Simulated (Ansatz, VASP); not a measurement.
Al4Co3: VASP beside Ansatz

The input INCAR:

```
PREC     = Accurate       # precision mode
ENCUT    = 520            # plane-wave cutoff, eV
EDIFF    = 1E-6           # SCF threshold, eV
ISMEAR   = 0              # smearing method
SIGMA    = 0.1            # smearing width, eV
LREAL    = F              # projectors in reciprocal space
LASPH    = T              # aspherical terms in the spheres
NELM     = 80             # most SCF steps
ALGO     = Fast           # electronic algorithm
ISIF     = 2              # what is computed and relaxed
LWAVE    = F              # write WAVECAR
LCHARG   = F              # write CHGCAR
LDIPOL   = T            
IDIPOL   = 3            
DIPOL    = 0.5 0.5 0.500
GGA      = PS             # functional
NBANDS   = 28             # bands
```

KPOINTS

```
Automatic mesh
0
Gamma
  12 12 1
```

The input POSCAR:

```
Al4Co3
1.0
    2.8225855368      0.0000000000      0.0000000000
    0.0000000000      2.8225855368      0.0000000000
    0.0000000000      0.0000000000     23.4677566103
Al Co
4 3
Direct
    0.0000000000      0.0000000000      0.3195874290
    0.0000000000      0.0000000000      0.4398624763
    0.0000000000      0.0000000000      0.5601375237
    0.0000000000      0.0000000000      0.6804125710
    0.5000000000      0.5000000000      0.3797249527
    0.5000000000      0.5000000000      0.5000000000
    0.5000000000      0.5000000000      0.6202750473
```

Input for Ansatz:

```yaml
crystal:
  lattice:
    - [2.8225855368, 0.0, 0.0]
    - [0.0, 2.8225855368, 0.0]
    - [0.0, 0.0, 23.4677566103]
  atoms:
    - { symbol: Al, position: [0.0, 0.0, 0.319587429] }
    - { symbol: Co, position: [0.5, 0.5, 0.3797249527] }
    - { symbol: Al, position: [0.0, 0.0, 0.4398624763] }
    - { symbol: Co, position: [0.5, 0.5, 0.5] }
    - { symbol: Al, position: [0.0, 0.0, 0.5601375237] }
    - { symbol: Co, position: [0.5, 0.5, 0.6202750473] }
    - { symbol: Al, position: [0.0, 0.0, 0.680412571] }
basis:
  ecutwfc: 420
kpoints:
  mp_grid: { grid: [12, 12, 1] }
hamiltonian:
  xc: pbesol
scf:
  occupations: { method: gaussian, width: 0.1 }
output:
  forces: true
  stress: true
  eigenvalues: true
  write_density: true
  write_potential: true
  elf: true
  volumetric_format: npy
efield:
  axis: 3
  dipole_correction: true
  ramp_width: 0.04
```

Alike in both runs: task single point; functional PBEsol; k mesh 12 × 12 × 1; occupations gaussian, width 0.1 eV; no spin polarisation.

|  | VASP | Ansatz |
| --- | --- | --- |
| version | VASP 6.6.1 | Ansatz 0.2.0 |
| potentials or method | VASP PAW PBE potentials, release 64 (Al, Co), cutoff 520 eV | scalar-relativistic, plane waves, PAW |
| valence electrons in the cell | 39 | 63 |

VASP gave:

| Property | Result |
| --- | --- |
| gap on the k mesh at the Fermi level (eV) | none |
| rms of the force components (eV/Å) | 0.223 |

Question: Estimate Ansatz's values.

Answer: gap on the k mesh at the Fermi level (eV): none; rms of the force components (eV/Å): 0.224.

VASP's potentials were made for PBE, not for PBEsol. A gap of «none» marks a metal or a gap that the smearing closes. With one functional, cell and mesh, what is left measures potentials, basis and numerics. VASP's potentials hold 39 valence electrons a cell and Ansatz's 63, so a difference there can come from the potentials and not from the codes. Ansatz's warnings: xc potential rough in thin density.
